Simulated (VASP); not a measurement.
# Si16B (a cell with a defect) in VASP: further runs

Runs on Si16B (a cell with a defect). Level: PBE. Tasks: single point.

All numbers are computed with VASP 6.6.1; they aren't measurements. Logs are shortened: lines on timing, memory, paths and dates and some standing lists are left out, and cuts for length are marked.

## 1. The cell of the first run

The cell holds a defect, 17 atoms: a = 7.679 Å, b = 7.679 Å, c = 7.679 Å, α = 60.00°, β = 60.00°, γ = 60.00°.

## 2. Single point, PBE, collinear spin

Contents of INCAR:

```
ALGO = Normal
EDIFF = 1E-7
ENCUT = 520
GGA = PE
ISIF = 2
ISMEAR = -1
ISPIN = 2
LASPH = True
LCHARG = False
LORBIT = 11
LREAL = Auto
LWAVE = False
MAGMOM = 0 0 0 0 0 0 0 0 0 0 0 0 0 0 0 0 1
NBANDS = 52
NELM = 150
PREC = Accurate
SIGMA = 0.02
```

Contents of KPOINTS:

```
k-points
0
Gamma
  2 2 2
```

Contents of POSCAR:

```
Si16B
1.0
    0.0000000000      5.4300000000      5.4300000000
    5.4300000000      0.0000000000      5.4300000000
    5.4300000000      5.4300000000      0.0000000000
Si B
16 1
Direct
    0.0103499079      0.0155985267     -0.0074585635
    0.1478268877      0.1057274401      0.1347513812
   -0.0219521179     -0.0060957643      0.5001657459
    0.1278360958      0.1013904236      0.6233609576
   -0.0324217311      0.5187937385      0.0207090239
    0.1642725599      0.6530570902      0.0730018416
    0.0110957643      0.4971362799      0.5071915285
    0.1162799263      0.6085082873      0.6602025783
    0.4927440147      0.0013259669     -0.0103683241
    0.6309852670      0.0929558011      0.1269152855
    0.4892449355     -0.0000368324      0.4913627993
    0.6125690608      0.1317771639      0.6220534070
    0.5050828729      0.4804604052     -0.0025046041
    0.6206813996      0.6173296501      0.1513075506
    0.4925138122      0.4732136280      0.5225322284
    0.6242081031      0.6103959484      0.6409668508
    0.7921823204      0.3063812155      0.8243738490
```

Potentials or basis: VASP PAW PBE potentials, release 64 (Si, B).

On the command line:

```sh
> cat potpaw_PBE.64/Si/POTCAR potpaw_PBE.64/B/POTCAR > POTCAR
> mpirun -np 1 vasp_std > vasp.out
```

OUTCAR:

```text
EDIFF = 1E-7
   ENCUT = 520
   GGA = PE
   ISIF = 2
   ISMEAR = -1
   ISPIN = 2
   LASPH = True
   LORBIT = 11
   LREAL = Auto
   NELM = 150
   PREC = Accurate

 ion  position               nearest neighbor table
   1  0.010  0.016  0.993-  17 2.24   6 2.29   2 2.33   4 2.34  10 2.40
   2  0.148  0.106  0.135-   9 2.17   3 2.32   1 2.33   5 2.61
   3  0.978  0.994  0.500-  12 2.29   2 2.32   4 2.39   8 2.43
   4  0.128  0.101  0.623-  11 2.27   1 2.34   3 2.39  17 2.43   7 2.49
   5  0.968  0.519  0.021-  14 2.18   8 2.27   6 2.47   2 2.61
   6  0.164  0.653  0.073-  13 2.17   1 2.29   5 2.47   7 2.73
   7  0.011  0.497  0.507-   8 2.33  17 2.39  16 2.43   4 2.49   6 2.73
   8  0.116  0.609  0.660-   5 2.27   7 2.33  15 2.36   3 2.43
   9  0.493  0.001  0.990-   2 2.17  12 2.31  10 2.31  14 2.42
  10  0.631  0.093  0.127-  17 2.23  11 2.29   9 2.31   1 2.40  13 2.43
  11  0.489  1.000  0.491-   4 2.27  10 2.29  12 2.42  16 2.45
  12  0.613  0.132  0.622-  15 2.14   3 2.29   9 2.31  11 2.42
  13  0.505  0.480  0.997-  17 2.08   6 2.17  16 2.24  10 2.43  14 2.55
  14  0.621  0.617  0.151-   5 2.18  15 2.33   9 2.42  13 2.55
  15  0.493  0.473  0.523-  12 2.14  14 2.33   8 2.36  16 2.43
  16  0.624  0.610  0.641-  17 2.15  13 2.24   7 2.43  15 2.43  11 2.45
  17  0.792  0.306  0.824-  13 2.08  16 2.15  10 2.23   1 2.24   7 2.39   4 2.43

  LATTYP: Found a face centered cubic cell.
 ALAT       =    10.8600000000

  Lattice vectors:

 A1 = (   0.0000000000,   5.4300000000,   5.4300000000)
 A2 = (   5.4300000000,   0.0000000000,   5.4300000000)
 A3 = (   5.4300000000,   5.4300000000,   0.0000000000)

Analysis of symmetry for initial positions (statically):
=====================================================================
 Subroutine PRICEL returns:
 Original cell was already a primitive cell.

 Routine SETGRP: Setting up the symmetry group for a
 face centered cubic supercell.

 Subroutine GETGRP returns: Found  1 space group operations
 (whereof  1 operations were pure point group operations)
 out of a pool of 48 trial point group operations.

The static configuration has the point symmetry C_1 .

Analysis of symmetry for dynamics (positions and initial velocities):
=====================================================================
 Subroutine PRICEL returns:
 Original cell was already a primitive cell.

 Routine SETGRP: Setting up the symmetry group for a
 face centered cubic supercell.

 Subroutine GETGRP returns: Found  1 space group operations
 (whereof  1 operations were pure point group operations)
 out of a pool of 48 trial point group operations.

The dynamic configuration has the point symmetry C_1 .

Analysis of structural, dynamic, and magnetic symmetry:
=====================================================================
 Subroutine PRICEL returns:
 Original cell was already a primitive cell.

 Routine SETGRP: Setting up the symmetry group for a
 face centered cubic supercell.

 Subroutine GETGRP returns: Found  1 space group operations
 (whereof  1 operations were pure point group operations)
 out of a pool of 48 trial point group operations.

The overall configuration has the point symmetry C_1 .

 Subroutine INISYM returns: Found  1 space group operations
 (whereof  1 operations are pure point group operations),
 and found     1 'primitive' translations

----------------------------------------------------------------------------------------

                                     Primitive cell

  volume of cell :     320.2060

  direct lattice vectors                    reciprocal lattice vectors
     0.000000000  5.430000000  5.430000000    -0.092081031  0.092081031  0.092081031
     5.430000000  0.000000000  5.430000000     0.092081031 -0.092081031  0.092081031
     5.430000000  5.430000000  0.000000000     0.092081031  0.092081031 -0.092081031

  length of vectors
     7.679179644  7.679179644  7.679179644     0.159489025  0.159489025  0.159489025

  position of ions in fractional coordinates (direct lattice)
[... 75 lines left out ...]
   number of dos      NEDOS =    301   number of ions     NIONS =     17
   total plane-waves  NPLWV = 216000
   dimension x,y,z NGX =    60 NGY =   60 NGZ =   60
   dimension x,y,z NGXF=   120 NGYF=  120 NGZF=  120
   ions per type =              16   1
   NGX,Y,Z   is equivalent  to a cutoff of  12.99, 12.99, 12.99 a.u.
   NGXF,Y,Z  is equivalent  to a cutoff of  25.98, 25.98, 25.98 a.u.
 SYSTEM =  unknown system
   PREC   = accura    normal or accurate (medium, high low for compatibility)
   ISTART =      0    job   : 0-new  1-cont  2-samecut
   ICHARG =      2    charge: 1-file 2-atom 10-const
   ISPIN  =      2    spin polarized calculation?
   LNONCOLLINEAR =      F non collinear calculations
   LSORBIT =      F    spin-orbit coupling
   LASPH  =      T    aspherical Exc in radial PAW
   ENCUT  =  520.0 eV  38.22 Ry    6.18 a.u.  14.28 14.28 14.28*2*pi/ulx,y,z
   NELM   =    150;   NELMIN=  2; NELMDL= -5     # of ELM steps
   EDIFF  = 0.1E-06   stopping-criterion for ELM
   LREAL  =      T    real-space projection
   EDIFFG = 0.1E-05   stopping-criterion for IOM
   NSW    =      0    number of steps for IOM
   IBRION =     -1    ionic relax: 0-MD 1-quasi-New 2-CG
   NFREE  =      0    steps in history (QN), initial steepest desc. (CG)
   ISIF   =      2    stress and relaxation
   ISYM   =      2    0-nonsym 1-usesym 2-fastsym
   POTIM  = 0.5000    time-step for ionic-motion
   TEBEG  =    0.0;   TEEND  =   0.0 temperature during run
   PSTRESS=    0.0 pullay stress
   NELECT =      67.0000    total number of electrons
   NUPDOWN=      -1.0000    fix difference up-down
   EMIN   =  10.00;   EMAX   =-10.00  energy-range for DOS
   EFERMI =   0.00;   METHOD = LEGACY
   ISMEAR =    -1;   SIGMA  =   0.02  broadening in eV -4-tet -1-fermi 0-gaus
   EFERMI_NEDOS =   21; number of points for ismear=-14 and -15
   IALGO  =     38    algorithm
   IMIX   =      4    mixing-type and parameters
     AMIX     =   0.40;   BMIX     =  1.00
     AMIX_MAG =   1.60;   BMIX_MAG =  1.00
  volume/ion in A,a.u.               =      18.84       127.11
  Fermi-wavevector in a.u.,A,eV,Ry     =   0.971904  1.836632 12.852022  0.944597
  Thomas-Fermi vector in A             =   2.102159
   LORBIT       =     11    0 simple, 1 ext, 2 COOP (PROOUT), +10 PAW based schemes
   GGA     = PE    functional components
   LHFCALC =     F    Hartree Fock is set to
   AEXX    =    0.0000 exact exchange contribution
   IVDW    =     0    specifies the selected vdW correction
   LEPSILON=     F    determine dielectric tensor
   LRPA    =     F    only Hartree local field effects (RPA)
 spin polarized calculation
  energy-cutoff  :      520.00
  volume of cell :      320.21
 maximum number of plane-waves:      8646
 NGX is ok and might be reduce to    60
   NGX = 29   NGY = 29   NGZ = 29

 number of electron      67.0000000 magnetization      -0.0000034

 number of electron      67.0000000 magnetization       0.0000018

 Free energy of the ion-electron system (eV)
  ---------------------------------------------------
  ext. energy  EPLUGINS =         0.00000000
  ---------------------------------------------------
  free energy    TOTEN  =       -86.38440512 eV

  energy without entropy =      -86.37832012  energy(sigma->0) =      -86.38136262

 E-fermi :   6.2800     XC(G=0):  -9.5863

 val. band max:        6.2401858936   @ k =   0.0000   0.0000   0.0000
 cond. band min:       6.3150323111   @ k =   0.5000   0.0000   0.5000
 fundamental gap:      0.0748464174
 Fermi energy:         6.2800293761

 spin component 1

 k-point     1 :       0.0000    0.0000    0.0000
  band No.  band energies     occupation
      1      -6.4504      1.00000
      2      -4.5149      1.00000
      3      -4.0789      1.00000
      4      -3.7893      1.00000
      5      -3.6659      1.00000
      6      -2.7335      1.00000
[... 373 lines left out ...]
     44       9.6356      0.00000
     45      10.0031      0.00000
 Fermi energy:         6.2800293761

 spin component 2

 k-point     1 :       0.0000    0.0000    0.0000
  band No.  band energies     occupation
      1      -6.4504      1.00000
      2      -4.5149      1.00000
      3      -4.0789      1.00000
      4      -3.7893      1.00000
      5      -3.6659      1.00000
      6      -2.7335      1.00000
[... 373 lines left out ...]
     44       9.6356      0.00000
     45      10.0031      0.00000
 [bands above 45 left out]

------------------------ aborting loop because EDIFF is reached ----------------------------------------

  FORCE on cell =-STRESS in cart. coord.  units (eV):
  Direction    XX          YY          ZZ          XY          YZ          ZX
  --------------------------------------------------------------------------------------
  -------------------------------------------------------------------------------------
  Total       10.4930478      7.5005347      5.0856670     -3.7684064      2.5247760     -6.4080214
  in kB       52.5028345     37.5295469     25.4465562    -18.8555340     12.6329260    -32.0630663
  external PRESSURE =      38.4929792 kB  Pullay stress =       0.0000000 kB

 VOLUME and BASIS-vectors are now :
 -----------------------------------------------------------------------------
  energy-cutoff  :      520.00
  volume of cell :      320.21
      direct lattice vectors                 reciprocal lattice vectors
     0.000000000  5.430000000  5.430000000    -0.092081031  0.092081031  0.092081031
     5.430000000  0.000000000  5.430000000     0.092081031 -0.092081031  0.092081031
     5.430000000  5.430000000  0.000000000     0.092081031  0.092081031 -0.092081031

 POSITION                                       TOTAL-FORCE (eV/Angst)
 -----------------------------------------------------------------------------------
      5.47420      5.44570      0.14090         0.471267     -0.565093      0.305019
      1.30580      1.53440      1.37680         2.209884     -2.273882     -0.525869
      8.11280      8.02670     10.70770        -0.358789      1.597544      0.387853
      3.93540      4.07900      1.24470         0.949126     -1.514052     -0.218370
      2.92950      5.36640      8.07100        -1.590387      2.697866      0.985276
      3.94250      1.28840      4.43810         1.110580     -0.894326     -2.975421
[... 9 lines left out ...]
      6.79490      6.86990      6.70390        -1.478168     -1.035985      0.607138
      6.14000      8.77790      5.96520        -0.664529      0.312744      0.309873
 -----------------------------------------------------------------------------------
    total drift:                                0.006540      0.003079      0.000401

  FREE ENERGIE OF THE ION-ELECTRON SYSTEM (eV)
  ---------------------------------------------------
  free  energy   TOTEN  =       -86.3844051151 eV

  energy  without entropy=      -86.3783201219  energy(sigma->0) =      -86.38136262

 total charge

# of ion       s       p       d       tot
------------------------------------------
    1        0.747   0.934   0.000   1.680
    2        0.750   0.960   0.000   1.710
    3        0.742   0.940   0.000   1.682
    4        0.755   0.909   0.000   1.665
    5        0.752   0.945   0.000   1.697
    6        0.782   0.901   0.000   1.683
[... 9 lines left out ...]
   16        0.747   0.916   0.000   1.663
   17        0.727   0.962   0.000   1.689
--------------------------------------------------
tot         12.777  15.980   0.000  28.756

 magnetization (x)

# of ion       s       p       d       tot
------------------------------------------
    1        0.000   0.000   0.000   0.000
    2        0.000   0.000   0.000   0.000
    3        0.000   0.000   0.000   0.000
    4        0.000   0.000   0.000   0.000
    5       -0.000  -0.000   0.000  -0.000
    6        0.000  -0.000   0.000   0.000
[... 9 lines left out ...]
   16       -0.000   0.000   0.000   0.000
   17       -0.000  -0.000   0.000  -0.000
--------------------------------------------------
tot         -0.000   0.000   0.000   0.000
```

It took 17 min on 1 thread of Intel Xeon 8259CL, shared host; peak memory 0.71 GiB.

Results:

```yaml
Free_energy: -86.3844 eV
Pressure: 3.8 GPa
Largest_force: 3.299 eV/Å
Net_moment: 0.00 μB per cell
Valence_electrons_inside_the_program's_atomic_spheres: Si 1.68, 1.71, 1.67, 1.70, 1.61, 1.69, 1.73, 1.75, 1.72, 1.66 (each value once); B 1.69
```

Forces in eV/Å, atoms in the order of the input:
```
Si   0.471 -0.565  0.305
Si   2.210 -2.274 -0.526
Si  -0.359  1.598  0.388
Si   0.949 -1.514 -0.218
Si  -1.590  2.698  0.985
Si   1.111 -0.894 -2.975
Si  -0.678 -0.250 -0.541
Si  -0.310 -1.083  0.476
Si  -1.173  1.694  0.282
Si  -0.393 -0.497  1.051
Si   0.295  1.402  0.096
Si  -1.804  0.767 -1.638
Si   0.709  2.967  0.835
Si   0.389 -2.146 -1.401
Si   2.315 -1.178  1.966
Si  -1.478 -1.036  0.607
B   -0.665  0.313  0.310
```

Levels at points of the mesh, in eV from the Fermi level:
Spin up:
| k point | band 29 | band 30 | band 31 | band 32 | band 33 | band 34 | band 35 | band 36 | band 37 | band 38 |
| --- | --- | --- | --- | --- | --- | --- | --- | --- | --- | --- |
| (0.00, 0.00, 0.00) | -1.28 | -1.10 | -0.90 | -0.65 | -0.17 | -0.04 | 0.14 | 0.17 | 0.24 | 0.56 |
| (0.50, 0.00, 0.00) | -1.66 | -1.14 | -0.95 | -0.73 | -0.36 | 0.07 | 0.29 | 1.15 | 1.27 | 1.34 |
| (0.00, 0.50, 0.00) | -1.73 | -1.36 | -1.22 | -0.74 | -0.32 | -0.06 | 0.14 | 0.94 | 1.04 | 1.15 |
| (0.00, 0.00, 0.50) | -1.67 | -1.14 | -1.10 | -0.75 | -0.32 | -0.20 | 0.35 | 1.09 | 1.15 | 1.33 |
| (0.50, 0.50, 0.50) | -1.53 | -1.50 | -1.20 | -0.82 | -0.76 | 0.47 | 0.71 | 0.84 | 0.88 | 0.96 |
| (0.50, 0.50, 0.00) | -1.85 | -1.59 | -1.41 | -1.33 | -0.29 | -0.08 | 0.77 | 1.20 | 1.45 | 1.91 |
| (0.00, 0.50, 0.50) | -1.87 | -1.59 | -1.41 | -1.27 | -0.42 | 0.10 | 0.79 | 1.22 | 1.43 | 1.84 |
| (0.50, 0.00, 0.50) | -1.97 | -1.82 | -1.47 | -1.24 | -0.23 | 0.03 | 0.60 | 1.23 | 1.38 | 2.06 |
Spin down:
```
           k point  band 29  band 30  band 31  band 32  band 33  band 34  band 35  band 36  band 37  band 38
(0.00, 0.00, 0.00)    -1.28    -1.10    -0.90    -0.65    -0.17    -0.04     0.14     0.17     0.24     0.56
(0.50, 0.00, 0.00)    -1.66    -1.14    -0.95    -0.73    -0.36     0.07     0.29     1.15     1.27     1.34
(0.00, 0.50, 0.00)    -1.73    -1.36    -1.22    -0.74    -0.32    -0.06     0.14     0.94     1.04     1.15
(0.00, 0.00, 0.50)    -1.67    -1.14    -1.10    -0.75    -0.32    -0.20     0.35     1.09     1.15     1.33
(0.50, 0.50, 0.50)    -1.53    -1.50    -1.20    -0.82    -0.76     0.47     0.71     0.84     0.88     0.96
(0.50, 0.50, 0.00)    -1.85    -1.59    -1.41    -1.33    -0.29    -0.08     0.77     1.20     1.45     1.91
(0.00, 0.50, 0.50)    -1.87    -1.59    -1.41    -1.27    -0.42     0.10     0.79     1.22     1.43     1.84
(0.50, 0.00, 0.50)    -1.97    -1.82    -1.47    -1.24    -0.23     0.03     0.60     1.23     1.38     2.06
```

Caveat: the k points lie up to 0.50 Å⁻¹ apart; the atoms stand as in a frame of molecular dynamics.

## 3. Single point, PBE, collinear spin

Contents of INCAR:

```
PREC = Accurate
ENCUT = 520
EDIFF = 1E-6
ISMEAR = -1
SIGMA = 0.02
LREAL = Auto
LASPH = True
NELM = 150
ALGO = Normal
ISIF = 2
LWAVE = False
LCHARG = False
ISPIN = 2
MAGMOM = 0 0 0 0 0 0 0 0 0 0 0 0 0 0 0 0 1
LORBIT = 11
GGA = PE
NBANDS = 52
```

Contents of KPOINTS:

```
Automatic mesh
0
Gamma
  2 2 2
```

Contents of POSCAR:

```
Si16B
1.0
    0.0000000000      5.4300000000      5.4300000000
    5.4300000000      0.0000000000      5.4300000000
    5.4300000000      5.4300000000      0.0000000000
Si B
16 1
Direct
    0.0129097606      0.0185082873     -0.0100000000
    0.1521823204      0.1091620626      0.1323296501
   -0.0258563536     -0.0052117864      0.4968508287
    0.1368692449      0.1016758748      0.6216758748
   -0.0367955801      0.5167771639      0.0238858195
    0.1644290976      0.6556998158      0.0705616943
    0.0226243094      0.4954972376      0.5033057090
    0.1150828729      0.6051012891      0.6652117864
    0.4881952118      0.0054327808     -0.0116758748
    0.6334346225      0.0913904236      0.1252578269
    0.4923112339     -0.0055709024      0.4878729282
    0.6067219153      0.1374585635      0.6185635359
    0.4997053407      0.4779926335      0.0081767956
    0.6239410681      0.6060589319      0.1607366483
    0.4921270718      0.4679281768      0.5207826888
    0.6181583794      0.6091712707      0.6444935543
    0.7838213628      0.3072651934      0.8267127072
```

Potentials or basis: VASP PAW PBE potentials, release 64 (Si, B).

On the command line:

```sh
> cat potpaw_PBE.64/Si/POTCAR potpaw_PBE.64/B/POTCAR > POTCAR
> mpirun -np 1 vasp_std > vasp.out
```

It took 14 min on 1 thread of Intel Xeon 8259CL, shared host; peak memory 0.7 GiB.

Results (log left out):

| Property | Result |
| --- | --- |
| Free energy | -85.4748 eV |
| Pressure | 4.4 GPa |
| Largest force | 4.631 eV/Å |
| Net moment | 0.00 μB per cell |
| Valence electrons inside the program's atomic spheres | Si 1.67, 1.72, 1.66, 1.71, 1.68, 1.60, 1.69, 1.73, 1.70, 1.77, 1.76, 1.64 (each value once); B 1.68 |

Forces in eV/Å, atoms in the order of the input:
```
Si   0.520 -0.590  0.332
Si   2.705 -2.707 -1.361
Si  -0.081  2.006  0.627
Si   0.869 -2.080 -0.718
Si  -1.869  3.143  1.571
Si   1.285 -1.109 -3.070
Si  -0.585 -0.695 -1.029
Si  -0.276 -1.224  0.812
Si  -1.990  2.384  0.727
Si  -0.554 -0.512  1.014
Si   0.296  1.612  0.358
Si  -2.800  1.801 -2.492
Si   0.188  2.971  1.188
Si   0.776 -3.246 -1.220
Si   3.670 -1.514  2.384
Si  -1.670 -0.413  0.527
B   -0.484  0.171  0.349
```

Stress tensor (GPa, compression positive):
```
 6.03 -2.85 -3.89
-2.85  4.02  1.04
-3.89  1.04  3.20
```

Levels at points of the mesh, in eV from the Fermi level:
Spin up:
```csv
k point,band 31,band 32,band 33,band 34,band 35,band 36
"(0.00, 0.00, 0.00)",-0.83,-0.58,-0.18,-0.04,0.08,0.14
"(0.50, 0.00, 0.00)",-0.91,-0.72,-0.31,0.11,0.30,1.17
"(0.00, 0.50, 0.00)",-1.11,-0.72,-0.32,-0.10,0.20,0.91
"(0.00, 0.00, 0.50)",-1.02,-0.73,-0.25,-0.21,0.40,1.06
"(0.50, 0.50, 0.50)",-1.04,-0.79,-0.73,0.51,0.61,0.75
"(0.50, 0.50, 0.00)",-1.37,-1.29,-0.27,-0.06,0.84,1.11
"(0.00, 0.50, 0.50)",-1.44,-1.20,-0.42,0.14,0.85,1.17
"(0.50, 0.00, 0.50)",-1.49,-1.16,-0.15,0.03,0.65,1.17
```
Spin down:
```csv
k point,band 30,band 31,band 32,band 33,band 34,band 35,band 36,band 37
"(0.00, 0.00, 0.00)",-1.06,-0.83,-0.58,-0.18,-0.04,0.08,0.14,0.22
"(0.50, 0.00, 0.00)",-1.16,-0.91,-0.72,-0.31,0.11,0.30,1.17,1.19
"(0.00, 0.50, 0.00)",-1.31,-1.11,-0.72,-0.32,-0.10,0.20,0.91,0.92
"(0.00, 0.00, 0.50)",-1.08,-1.02,-0.73,-0.25,-0.21,0.40,1.06,1.13
"(0.50, 0.50, 0.50)",-1.54,-1.04,-0.79,-0.73,0.51,0.61,0.75,0.80
"(0.50, 0.50, 0.00)",-1.55,-1.37,-1.29,-0.27,-0.06,0.84,1.11,1.41
"(0.00, 0.50, 0.50)",-1.56,-1.44,-1.20,-0.42,0.14,0.85,1.17,1.39
"(0.50, 0.00, 0.50)",-1.74,-1.49,-1.16,-0.15,0.03,0.65,1.17,1.27
```

Caveat: the k points lie up to 0.50 Å⁻¹ apart; the atoms stand as in a frame of molecular dynamics.
